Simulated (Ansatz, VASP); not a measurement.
**AlN: VASP beside Ansatz**

File INCAR:

```
  PREC = Accurate
  ENCUT = 520
  EDIFF = 1E-6
  ISMEAR = 0
  SIGMA = 0.05
  LREAL = F
  LASPH = T
  NELM = 100
  ALGO = Normal
  ISIF = 2
  LWAVE = F
  LCHARG = F
  NBANDS = 26
```

The input KPOINTS:

```
Automatic mesh
0
Gamma
  8 6 4
```

Contents of POSCAR:

```
AlN
1.0
   -3.2758593877      0.0000000000      0.0000000000
    0.0000000000      0.0000000000     -4.1006874301
    0.0000000000     -5.6739548979      0.0000000000
Al N
4 4
Direct
    0.5570842572      0.2597056898      0.1666666667
    0.9429157428      0.2402943102      0.6666666667
    1.0570842572      0.7597056898      0.3333333333
    0.4429157428      0.7402943102      0.8333333333
    0.5555466460      0.7507583669      0.1666666667
    0.9444533540      0.7492416331      0.6666666667
    1.0555466460      0.2507583669      0.3333333333
    0.4444533540      0.2492416331      0.8333333333
```

Input for Ansatz:

```yaml
crystal:
  lattice:
    - [-3.2758593877, 0.0, 0.0]
    - [0.0, 0.0, -4.1006874301]
    - [0.0, -5.6739548979, 0.0]
  atoms:
    - { symbol: Al, position: [0.5570842572, 0.2597056898, 0.1666666667] }
    - { symbol: Al, position: [0.9429157428, 0.2402943102, 0.6666666667] }
    - { symbol: Al, position: [1.0570842572, 0.7597056898, 0.3333333333] }
    - { symbol: Al, position: [0.4429157428, 0.7402943102, 0.8333333333] }
    - { symbol: "N", position: [0.555546646, 0.7507583669, 0.1666666667] }
    - { symbol: "N", position: [0.944453354, 0.7492416331, 0.6666666667] }
    - { symbol: "N", position: [1.055546646, 0.2507583669, 0.3333333333] }
    - { symbol: "N", position: [0.444453354, 0.2492416331, 0.8333333333] }
basis:
  ecutwfc: 520.0
kpoints:
  mp_grid: { grid: [8, 6, 4] }
hamiltonian:
  xc: lda
  pseudopotentials: { kind: paw, azcp: { folder: soft_1 } }
scf:
  occupations: { method: gaussian, width: 0.05 }
output:
  forces: true
  stress: true
  eigenvalues: true
  write_density: true
  write_potential: true
  elf: true
  volumetric_format: npy
```

Change from the starting cell: mode 4 frozen in at -0.187 Å and mode 5 at -0.040 Å (largest displacements).

Alike in both runs: task single point; functional LDA; k mesh 8 × 6 × 4; occupations gaussian, width 0.05 eV; no spin polarisation.

```csv
,VASP,Ansatz
version,VASP 6.6.1,Ansatz 0.2.0
potentials or method,"VASP PAW LDA potentials, release 64 (Al, N), cutoff 520 eV","scalar-relativistic, plane waves, PAW"
valence electrons in the cell,32,32
```

|  | VASP | Ansatz | Ansatz less VASP |
| --- | --- | --- | --- |
| gap on the k mesh at the Fermi level (eV) | 3.51 | 3.50 | -0.008 |
| least direct gap on the mesh (eV) | 3.51 | 3.50 | -0.008 |
| pressure (GPa) | -1.2 | -1.8 | -0.60 |
| traceless stress, the component that is largest in VASP (GPa) | 0.83 | 0.83 | -0.007 |
| rms of the force components (eV/Å) | 0.346 | 0.343 | -0.0022 |

Ansatz warns that its potentials were made for another functional, while VASP's fit it. LDA's correlation is that of Perdew and Zunger in VASP and of Perdew and Wang (1992) in Ansatz. Atom by atom the forces differ by 0.006 eV/Å (rms over components).
